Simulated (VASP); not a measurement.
# Mg5Zn3O8 (an interface model) in VASP: further runs

The runs below take Mg5Zn3O8 (an interface model) through single point, with PBEsol, PBEsol+D3(BJ), PBE.

Program: VASP 6.6.1. These are calculated values, not measurements. Logs are shortened: lines on timing, memory, paths and dates and some standing lists are left out, and cuts for length are marked.

### Step 1. The cell of the first run

The cell holds layers of an interface, 32 atoms: a = 5.331 Å, b = 3.302 Å, c = 22.549 Å, α = 90.00°, β = 90.00°, γ = 90.00°.

### Step 2. Single point, PBEsol

INCAR

```
SYSTEM = Mg5Zn3O8
  PREC = Accurate
  ENCUT = 520
  EDIFF = 1E-6
  ISMEAR = -1
  SIGMA = 0.05
  LREAL = Auto
  LASPH = .TRUE.
  NELM = 60
  ALGO = Normal
  ISIF = 2
  LWAVE = .FALSE.
  LCHARG = .TRUE.
  GGA = PS
  LELF = .TRUE.
  LVHAR = .TRUE.
  NBANDS = 116
```

KPOINTS

```
regular mesh
0
G
  2 2 1
  0 0 0
```

POSCAR

```
Mg5Zn3O8
1.0
    0.0000000000      0.0000000000      5.3307830000
    3.3019390000      0.0000000000      0.0000000000
    0.0000000000     22.5490790000      0.0000000000
Zn Mg O
6 10 16
Direct
    0.4984800000      0.4811840000      0.0374390000
    0.4962460000      0.0020850000      0.1605980000
    0.4944760000      0.5169340000      0.2847230000
    0.9919720000      0.9930690000      0.0816700000
    0.9982030000      0.5203750000      0.2067790000
    0.0040340000      0.0176070000      0.3246350000
    0.4923290000      0.9663370000      0.4071400000
    0.4887310000      0.5088610000      0.5340880000
    0.4841360000      0.9993900000      0.6591800000
    0.4909910000      0.4937970000      0.7846620000
    0.5096890000      0.9955080000      0.9146650000
    0.9887750000      0.4740830000      0.4472940000
    0.9957930000      0.9898400000      0.5789490000
    0.9980070000      0.4798480000      0.7019370000
    0.9979410000      0.0040770000      0.8300460000
    0.9911130000      0.5115350000      0.9575420000
    0.3844980000      0.0069590000      0.0788950000
    0.3708260000      0.5237190000      0.2060420000
    0.3795360000      0.0107970000      0.3253380000
    0.3752590000      0.4884100000      0.4457210000
    0.3710160000      0.9746460000      0.5728420000
    0.3855250000      0.5022840000      0.7065460000
    0.3679450000      0.9733840000      0.8296070000
    0.3799080000      0.5057310000      0.9559800000
    0.8767030000      0.4913300000      0.0438400000
    0.8711100000      0.9919700000      0.1629010000
    0.8795320000      0.5295440000      0.2855760000
    0.8618460000      0.9837360000      0.4053860000
    0.8946060000      0.4942630000      0.5340520000
    0.8741700000      0.9979740000      0.6628860000
    0.8742900000      0.4996530000      0.7876350000
    0.8807340000      0.9796330000      0.9170620000
```

Potentials or basis: VASP PAW PBE potentials, release 64 (Zn, Mg, O).

Started as:

```
> cat potpaw_PBE.64/Zn/POTCAR potpaw_PBE.64/Mg/POTCAR potpaw_PBE.64/O/POTCAR > POTCAR
> mpirun -np 1 vasp_std > vasp.out
```

OUTCAR:

```text
SYSTEM = Mg5Zn3O8
   PREC = Accurate
   ENCUT = 520
   EDIFF = 1E-6
   ISMEAR = -1
   LREAL = Auto
   LASPH = .TRUE.
   NELM = 60
   ISIF = 2
   GGA = PS

 ion  position               nearest neighbor table
   1  0.498  0.481  0.037-  17 1.92  24 1.94  25 2.02  17 2.06  16 3.19  11 3.20  11 3.25  16 3.25

   2  0.496  0.002  0.161-  17 1.94  18 2.00  26 2.00  18 2.11
   3  0.494  0.517  0.285-  18 1.89  19 1.97  19 2.00  27 2.05   7 3.13   7 3.31
   4  0.992  0.993  0.082-  26 1.94  25 1.95  25 1.96  17 2.09  16 3.22  16 3.28
   5  0.998  0.520  0.207-  27 1.89  26 1.97  18 1.99  26 2.12
   6  0.004  0.018  0.325-  27 1.95  28 1.98  19 2.00  27 2.02  12 3.15   7 3.20  12 3.30   7 3.31

   7  0.492  0.966  0.407-  20 1.91  19 1.95  28 1.97  20 2.03   3 3.13   6 3.20  12 3.24   8 3.24
                            12 3.26  12 3.27  12 3.29   3 3.31   6 3.31   8 3.38
   8  0.489  0.509  0.534-  21 1.88  21 2.07  20 2.08  29 2.16  13 3.23   7 3.24   9 3.25   9 3.28
                            13 3.29  13 3.30  12 3.31  12 3.31  13 3.36   7 3.38
   9  0.484  0.999  0.659-  22 2.03  21 2.04  22 2.04  30 2.08  13 3.17  14 3.19   8 3.25  14 3.25
                            10 3.27  13 3.27   8 3.28  10 3.29  14 3.31  14 3.37
  10  0.491  0.494  0.785-  22 1.85  23 1.99  31 2.04  23 2.10  14 3.22  15 3.25   9 3.27  14 3.28
                            15 3.29   9 3.29  15 3.31  15 3.35  11 3.36  11 3.37
  11  0.510  0.996  0.915-  32 1.98  24 1.99  24 2.05  23 2.06  16 3.17   1 3.20  15 3.23  16 3.23
                             1 3.25  15 3.33  16 3.34  10 3.36  10 3.37  16 3.39
  12  0.989  0.474  0.447-  28 1.99  29 2.02  28 2.05  20 2.06   6 3.15   7 3.24   7 3.26   7 3.27
                             7 3.29   6 3.30   8 3.31   8 3.31  13 3.37  13 3.42
  13  0.996  0.990  0.579-  29 2.00  30 2.00  21 2.01  29 2.02   9 3.17  14 3.21   8 3.23  14 3.24
                             9 3.27   8 3.29   8 3.30   8 3.36  12 3.37  12 3.42
[... 8 lines left out ...]
  19  0.380  0.011  0.325-   7 1.95   3 1.97   3 2.00   6 2.00
  20  0.375  0.488  0.446-   7 1.91   7 2.03  12 2.06   8 2.08
  21  0.371  0.975  0.573-   8 1.88  13 2.01   9 2.04   8 2.07
  22  0.386  0.502  0.707-  10 1.85   9 2.03   9 2.04  14 2.07
[... 8 lines left out ...]
  31  0.874  0.500  0.788-  15 2.01  15 2.03  14 2.04  10 2.04
  32  0.881  0.980  0.917-  16 1.89  11 1.98  15 2.06  16 2.06

  LATTYP: Found a simple orthorhombic cell.
 ALAT       =     3.3019390000
 B/A-ratio  =     1.6144401820
 C/A-ratio  =     6.8290416631

  Lattice vectors:

 A1 = (  -3.3019390000,   0.0000000000,   0.0000000000)
 A2 = (   0.0000000000,   0.0000000000,   5.3307830000)
 A3 = (   0.0000000000,  22.5490790000,   0.0000000000)

Analysis of symmetry for initial positions (statically):
=====================================================================
 Subroutine PRICEL returns:
 Original cell was already a primitive cell.

 Routine SETGRP: Setting up the symmetry group for a
 simple orthorhombic supercell.

 Subroutine GETGRP returns: Found  1 space group operations
 (whereof  1 operations were pure point group operations)
 out of a pool of  8 trial point group operations.

The static configuration has the point symmetry C_1 .

Analysis of symmetry for dynamics (positions and initial velocities):
=====================================================================
 Subroutine PRICEL returns:
 Original cell was already a primitive cell.

 Routine SETGRP: Setting up the symmetry group for a
 simple orthorhombic supercell.

 Subroutine GETGRP returns: Found  1 space group operations
 (whereof  1 operations were pure point group operations)
 out of a pool of  8 trial point group operations.

The dynamic configuration has the point symmetry C_1 .

 Subroutine INISYM returns: Found  1 space group operations
 (whereof  1 operations are pure point group operations),
 and found     1 'primitive' translations

----------------------------------------------------------------------------------------

                                     Primitive cell

  volume of cell :     396.9071

  direct lattice vectors                    reciprocal lattice vectors
     0.000000000  0.000000000  5.330783000     0.000000000  0.000000000  0.187589703
     3.301939000  0.000000000  0.000000000     0.302852354  0.000000000  0.000000000
     0.000000000 22.549079000  0.000000000     0.000000000  0.044347709  0.000000000

  length of vectors
     5.330783000  3.301939000 22.549079000     0.187589703  0.302852354  0.044347709

  position of ions in fractional coordinates (direct lattice)
     0.498480000  0.481184000  0.037439000
     0.496246000  0.002085000  0.160598000
     0.494476000  0.516934000  0.284723000
     0.991972000  0.993069000  0.081670000
     0.998203000  0.520375000  0.206779000
     0.004034000  0.017607000  0.324635000
[... 24 lines left out ...]
     0.874290000  0.499653000  0.787635000
     0.880734000  0.979633000  0.917062000

  ion indices of the primitive-cell ions
   primitive index   ion index
                 1           1
                 2           2
                 3           3
                 4           4
                 5           5
                 6           6
[... 24 lines left out ...]
                31          31
                32          32

----------------------------------------------------------------------------------------

 KPOINTS: regular mesh

Automatic generation of k-mesh.
 Grid dimensions read from file:
 generate k-points for:    2    2    1

 Generating k-lattice:

  Cartesian coordinates                     Fractional coordinates (reciprocal lattice)
     0.000000000  0.000000000  0.093794852     0.500000000  0.000000000  0.000000000
     0.151426177  0.000000000  0.000000000     0.000000000  0.500000000  0.000000000
     0.000000000  0.044347709  0.000000000     0.000000000  0.000000000  1.000000000

  Length of vectors
     0.093794852  0.151426177  0.044347709

  Shift w.r.t. Gamma in fractional coordinates (k-lattice)
     0.000000000  0.000000000  0.000000000

 Subroutine IBZKPT returns following result:
 ===========================================

 Found      4 irreducible k-points:

 Following reciprocal coordinates:
            Coordinates               Weight
  0.000000  0.000000  0.000000      1.000000
  0.500000  0.000000  0.000000      1.000000
  0.000000  0.500000  0.000000      1.000000
  0.500000  0.500000  0.000000      1.000000
   k-points           NKPTS =      4   k-points in BZ     NKDIM =      4   number of bands    NBANDS=    116
   number of dos      NEDOS =    301   number of ions     NIONS =     32
   total plane-waves  NPLWV = 188160
   dimension x,y,z NGX =    40 NGY =   28 NGZ =  168
   dimension x,y,z NGXF=    80 NGYF=   56 NGZF=  336
   ions per type =               6  10  16
   NGX,Y,Z   is equivalent  to a cutoff of  12.47, 14.10, 12.39 a.u.
   NGXF,Y,Z  is equivalent  to a cutoff of  24.95, 28.19, 24.77 a.u.
 SYSTEM =  Mg5Zn3O8
   PREC   = accura    normal or accurate (medium, high low for compatibility)
   ISTART =      0    job   : 0-new  1-cont  2-samecut
   ICHARG =      2    charge: 1-file 2-atom 10-const
   ISPIN  =      1    spin polarized calculation?
   LNONCOLLINEAR =      F non collinear calculations
   LSORBIT =      F    spin-orbit coupling
   LASPH  =      T    aspherical Exc in radial PAW
   ENCUT  =  520.0 eV  38.22 Ry    6.18 a.u.   9.91  6.14 41.93*2*pi/ulx,y,z
   NELM   =     60;   NELMIN=  2; NELMDL= -5     # of ELM steps
   EDIFF  = 0.1E-05   stopping-criterion for ELM
   LREAL  =      T    real-space projection
   EDIFFG = 0.1E-04   stopping-criterion for IOM
   NSW    =      0    number of steps for IOM
   IBRION =     -1    ionic relax: 0-MD 1-quasi-New 2-CG
   NFREE  =      0    steps in history (QN), initial steepest desc. (CG)
   ISIF   =      2    stress and relaxation
   ISYM   =      2    0-nonsym 1-usesym 2-fastsym
   POTIM  = 0.5000    time-step for ionic-motion
   TEBEG  =    0.0;   TEEND  =   0.0 temperature during run
   PSTRESS=    0.0 pullay stress
   NELECT =     188.0000    total number of electrons
   NUPDOWN=      -1.0000    fix difference up-down
   EMIN   =  10.00;   EMAX   =-10.00  energy-range for DOS
   EFERMI =   0.00;   METHOD = LEGACY
   ISMEAR =    -1;   SIGMA  =   0.05  broadening in eV -4-tet -1-fermi 0-gaus
   EFERMI_NEDOS =   21; number of points for ismear=-14 and -15
   IALGO  =     38    algorithm
   IMIX   =      4    mixing-type and parameters
     AMIX     =   0.40;   BMIX     =  1.00
     AMIX_MAG =   1.60;   BMIX_MAG =  1.00
  volume/ion in A,a.u.               =      12.40        83.70
  Fermi-wavevector in a.u.,A,eV,Ry     =   1.276139  2.411552 22.157490  1.628530
  Thomas-Fermi vector in A             =   2.408811
   LORBIT       =      0    0 simple, 1 ext, 2 COOP (PROOUT), +10 PAW based schemes
   GGA     = PS    functional components
   LHFCALC =     F    Hartree Fock is set to
   AEXX    =    0.0000 exact exchange contribution
   IVDW    =     0    specifies the selected vdW correction
   LEPSILON=     F    determine dielectric tensor
   LRPA    =     F    only Hartree local field effects (RPA)
 non-spin polarized calculation
  energy-cutoff  :      520.00
  volume of cell :      396.91
 maximum number of plane-waves:     10744
 NGX is ok and might be reduce to    40
   NGX = 19   NGY = 13   NGZ = 83

 number of electron     188.0000005 magnetization

 Free energy of the ion-electron system (eV)
  ---------------------------------------------------
  ext. energy  EPLUGINS =         0.00000000
  ---------------------------------------------------
  free energy    TOTEN  =      -178.17530017 eV

  energy without entropy =     -178.17528776  energy(sigma->0) =     -178.17529396

 E-fermi :   2.3024     XC(G=0): -10.1958

 val. band max:        1.7556181373   @ k =   0.0000   0.0000   0.0000
 cond. band min:       2.8416532110   @ k =   0.0000   0.0000   0.0000
 fundamental gap:      1.0860350737
 Fermi energy:         2.3023607952

 k-point     1 :       0.0000    0.0000    0.0000
  band No.  band energies     occupation
      1     -16.1459      2.00000
      2     -15.9503      2.00000
      3     -15.8782      2.00000
      4     -15.7526      2.00000
      5     -15.6098      2.00000
      6     -15.4594      2.00000
[... 425 lines left out ...]
    105       7.6127      0.00000
    106       7.6573      0.00000
 [bands above 106 left out]

------------------------ aborting loop because EDIFF is reached ----------------------------------------

  FORCE on cell =-STRESS in cart. coord.  units (eV):
  Direction    XX          YY          ZZ          XY          YZ          ZX
  --------------------------------------------------------------------------------------
  -------------------------------------------------------------------------------------
  Total       -2.8157301     -5.4417444    -18.8663171     -0.7822273      0.8175132     -0.1812139
  in kB      -11.3661334    -21.9664494    -76.1568292     -3.1575824      3.3000194     -0.7314982
  external PRESSURE =     -36.4964706 kB  Pullay stress =       0.0000000 kB

 VOLUME and BASIS-vectors are now :
 -----------------------------------------------------------------------------
  energy-cutoff  :      520.00
  volume of cell :      396.91
      direct lattice vectors                 reciprocal lattice vectors
     0.000000000  0.000000000  5.330783000     0.000000000  0.000000000  0.187589703
     3.301939000  0.000000000  0.000000000     0.302852354  0.000000000  0.000000000
     0.000000000 22.549079000  0.000000000     0.000000000  0.044347709  0.000000000

 POSITION                                       TOTAL-FORCE (eV/Angst)
 -----------------------------------------------------------------------------------
      1.58884      0.84421      2.65729         0.583255      0.291788      0.197052
      0.00688      3.62134      2.64538         0.229779      0.494352      0.095906
      1.70688      6.42024      2.63594        -0.174219      0.390548      0.503691
      3.27905      1.84158      5.28799        -0.015202      0.176068      0.498008
      1.71825      4.66268      5.32120        -0.407424     -1.030319      0.131432
      0.05814      7.32022      0.02150         0.242580      0.038175      0.055267
[... 24 lines left out ...]
      1.64982     17.76044      4.66065        -0.063578     -0.122616      0.114180
      3.23469     20.67890      4.69500         1.100483     -0.663874     -0.084937
 -----------------------------------------------------------------------------------
    total drift:                                0.007040      0.007994     -0.004459

  FREE ENERGIE OF THE ION-ELECTRON SYSTEM (eV)
  ---------------------------------------------------
  free  energy   TOTEN  =      -178.1753001700 eV

  energy  without entropy=     -178.1752877553  energy(sigma->0) =     -178.17529396
```

Wall time 10 min (1 thread of AMD EPYC 7R43 (Zen 3), shared host); peak memory 0.45 GiB.

What came out:

* Free energy: -178.1753 eV
* Pressure: -3.6 GPa
* Largest force: 2.522 eV/Å
* Band gap on the k mesh: 1.09 eV

Forces in eV/Å, atoms in the order of the input:
```
Zn   0.583  0.292  0.197
Zn   0.230  0.494  0.096
Zn  -0.174  0.391  0.504
Zn  -0.015  0.176  0.498
Zn  -0.407 -1.030  0.131
Zn   0.243  0.038  0.055
Mg   0.827 -0.251  0.056
Mg  -1.182 -1.179  0.421
Mg  -0.048  0.484  0.480
Mg  -0.278  1.953  0.474
Mg   0.131 -0.002 -0.760
Mg   0.285 -0.228  0.167
Mg   0.080 -0.896 -0.245
Mg   0.655  0.956 -0.238
Mg  -0.249  0.140 -0.303
Mg  -0.997  0.606  0.609
O   -0.589 -0.054 -0.663
O   -0.397 -1.124 -0.034
O    0.179 -0.047 -0.331
O   -0.642  1.057 -0.212
O    1.188  1.195  0.200
O   -0.176 -2.372 -0.839
O    0.566 -0.130  0.621
O   -0.271 -0.626 -0.106
O    0.119 -0.990 -0.057
O    0.550  0.449 -0.006
O   -0.520  0.698 -0.560
O   -0.127  0.886  0.534
O   -0.135  0.404 -0.761
O   -0.466 -0.504  0.044
O   -0.064 -0.123  0.114
O    1.100 -0.664 -0.085
```

Stress tensor (GPa, compression positive):
```
-1.14 -0.32 -0.07
-0.32 -2.20  0.33
-0.07  0.33 -7.62
```

Caveat: the k points lie up to 0.95 Å⁻¹ apart, too coarse for converged energies, forces and pressures; the PAW data sets were made with another functional, which shifts forces and pressure a little.

### Step 3. Single point, PBEsol

INCAR

```
PREC = Accurate
ENCUT = 520
EDIFF = 1E-6
ISMEAR = -1
SIGMA = 0.05
LREAL = Auto
LASPH = T
NELM = 80
ALGO = Normal
ISIF = 2
LWAVE = F
LCHARG = T
GGA = PS
LELF = T
LVHAR = T
NBANDS = 116
```

KPOINTS

```
Automatic mesh
0
Gamma
  3 4 1
```

POSCAR is that of step 2.

Potentials or basis: VASP PAW PBE potentials, release 64 (Zn, Mg, O).

Started as:

```
> cat potpaw_PBE.64/Zn/POTCAR potpaw_PBE.64/Mg/POTCAR potpaw_PBE.64/O/POTCAR > POTCAR
> mpirun -np 1 vasp_std > vasp.out
```

It took 17 min on 1 thread of AMD EPYC 7R43 (Zen 3), shared host; peak memory 0.51 GiB.

The run converged. Its results:

```
Free energy            : -179.5970 eV
Pressure               : -4.0 GPa
Largest force          : 2.486 eV/Å
Band gap on the k mesh : 1.14 eV
```

Forces in eV/Å, atoms in the order of the input:
```
Zn   0.590  0.355  0.138
Zn   0.239  0.557  0.056
Zn  -0.178  0.479  0.452
Zn  -0.016  0.094  0.449
Zn  -0.419 -1.102  0.083
Zn   0.244 -0.033 -0.007
Mg   0.819 -0.298  0.101
Mg  -1.181 -1.249  0.462
Mg  -0.046  0.431  0.508
Mg  -0.282  1.919  0.507
Mg   0.135 -0.053 -0.732
Mg   0.282 -0.182  0.199
Mg   0.082 -0.845 -0.218
Mg   0.652  1.020 -0.200
Mg  -0.242  0.202 -0.265
Mg  -0.996  0.657  0.656
O   -0.594 -0.093 -0.629
O   -0.396 -1.181  0.015
O    0.186 -0.083 -0.276
O   -0.644  1.152 -0.253
O    1.183  1.283  0.173
O   -0.170 -2.322 -0.872
O    0.557 -0.064  0.590
O   -0.269 -0.577 -0.136
O    0.116 -0.967  0.002
O    0.549  0.502  0.043
O   -0.509  0.746 -0.511
O   -0.130  0.846  0.507
O   -0.133  0.340 -0.807
O   -0.467 -0.587  0.009
O   -0.056 -0.205  0.074
O    1.095 -0.742 -0.119
```

Stress tensor (GPa, compression positive):
```
-3.70 -0.33 -0.07
-0.33 -1.39  0.33
-0.07  0.33 -6.87
```

Levels at points of the mesh, in eV from the valence-band top:
```
           k point  band 91  band 92  band 93  band 94  band 95  band 96  band 97  band 98
(0.00, 0.00, 0.00)    -0.38    -0.24    -0.07     0.00     1.14     1.79     2.19     3.37
(0.00, 0.50, 0.00)    -1.10    -0.99    -0.83    -0.74     4.86     5.20     5.52     5.65
```

Caveat: the k points lie up to 0.48 Å⁻¹ apart; the PAW data sets were made with another functional, which shifts forces and pressure a little.

### Step 4. Single point, PBEsol+D3(BJ)

INCAR

```
PREC     = Accurate       # precision mode
ENCUT    = 520            # plane-wave cutoff, eV
EDIFF    = 1E-6           # SCF threshold, eV
ISMEAR   = -1             # smearing method
SIGMA    = 0.05           # smearing width, eV
LREAL    = Auto         
LASPH    = T              # aspherical terms in the spheres
NELM     = 60             # most SCF steps
ALGO     = Normal         # electronic algorithm
ISIF     = 2              # what is computed and relaxed
LWAVE    = F              # write WAVECAR
LCHARG   = F              # write CHGCAR
GGA      = PS             # functional
IVDW     = 12             # dispersion correction
NBANDS   = 116            # bands
```

KPOINTS is that of step 3.

POSCAR is that of step 3.

Started as:

```
> cat potpaw_PBE.64/Zn/POTCAR potpaw_PBE.64/Mg/POTCAR potpaw_PBE.64/O/POTCAR > POTCAR
> mpirun -np 1 vasp_std > vasp.out
```

Wall time 16 min (1 thread of Intel Xeon 8259CL, shared host); peak memory 0.56 GiB.

The run converged. Its results:

- Free energy: -185.4155 eV
- Pressure: -6.4 GPa
- Largest force: 2.486 eV/Å
- Band gap on the k mesh: 1.14 eV
- Dispersion energy per atom: -0.182 eV

Forces on the atoms (eV/Å):
```
Zn   0.590  0.356  0.136
Zn   0.239  0.557  0.055
Zn  -0.178  0.479  0.451
Zn  -0.016  0.096  0.449
Zn  -0.418 -1.100  0.082
Zn   0.244 -0.033 -0.008
Mg   0.819 -0.299  0.101
Mg  -1.180 -1.249  0.462
Mg  -0.046  0.431  0.508
Mg  -0.282  1.918  0.507
Mg   0.135 -0.054 -0.733
Mg   0.283 -0.182  0.198
Mg   0.082 -0.844 -0.219
Mg   0.652  1.020 -0.201
Mg  -0.243  0.201 -0.265
Mg  -0.996  0.656  0.655
O   -0.594 -0.091 -0.629
O   -0.396 -1.181  0.016
O    0.186 -0.084 -0.275
O   -0.644  1.151 -0.252
O    1.183  1.283  0.174
O   -0.170 -2.323 -0.871
O    0.557 -0.063  0.591
O   -0.269 -0.576 -0.135
O    0.116 -0.967  0.003
O    0.549  0.502  0.044
O   -0.509  0.745 -0.511
O   -0.130  0.844  0.508
O   -0.133  0.340 -0.806
O   -0.467 -0.587  0.009
O   -0.056 -0.205  0.075
O    1.095 -0.741 -0.118
```

Stress tensor (GPa, compression positive):
```
-6.11 -0.33 -0.07
-0.33 -3.80  0.33
-0.07  0.33 -9.30
```

Levels at points of the mesh, in eV from the valence-band top:
```
           k point  band 91  band 92  band 93  band 94  band 95  band 96  band 97  band 98
(0.00, 0.00, 0.00)    -0.38    -0.24    -0.07     0.00     1.14     1.79     2.19     3.37
(0.00, 0.50, 0.00)    -1.10    -0.99    -0.83    -0.74     4.86     5.20     5.52     5.65
```

Caveat: the k points lie up to 0.48 Å⁻¹ apart; three body term missing; the PAW data sets were made with another functional, which shifts forces and pressure a little.

(Continued in part 2 of 2.)
